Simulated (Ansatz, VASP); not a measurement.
## One calculation of MgBe2S3, two programs

```
CELL_PARAMETERS angstrom
3.86371 0.00000 0.00000
0.00000 3.86371 0.00000
0.00000 0.00000 8.38124
ATOMIC_POSITIONS crystal
Mg 0.00000 0.00000 0.00000
Be 0.50000 0.00000 0.50000
Be 0.00000 0.50000 0.50000
S 0.50000 0.50000 0.87053
S 0.50000 0.50000 0.12947
S 0.50000 0.50000 0.50000
```

Alike in both runs: task relaxation of cell and atoms; functional PBE; k mesh 10 × 10 × 6; occupations gaussian, width 0.1 eV; no spin polarisation.

|  | VASP | Ansatz |
| --- | --- | --- |
| version | VASP 6.6.1 | Ansatz 0.2.0 |
| potentials or method | VASP PAW PBE potentials, release 64 (Mg, Be, S), cutoff 600 eV | scalar-relativistic, plane waves, PAW |
| valence electrons in the cell | 24 | 32 |

|  | VASP | Ansatz | Ansatz less VASP |
| --- | --- | --- | --- |
| gap on the k mesh at the Fermi level, each at its own relaxed structure (eV) | none | none | - |
| relaxed volume (Å³/atom) | 20.94 | 20.97 | +0.035 |
| relaxed length of the cell vector where the two differ most in proportion (Å) | 8.474 | 8.482 | +0.0086 |

A gap of «none» marks a metal or a gap that the smearing closes. VASP's potentials hold 24 valence electrons a cell and Ansatz's 32, so a difference there can come from the potentials and not from the codes.
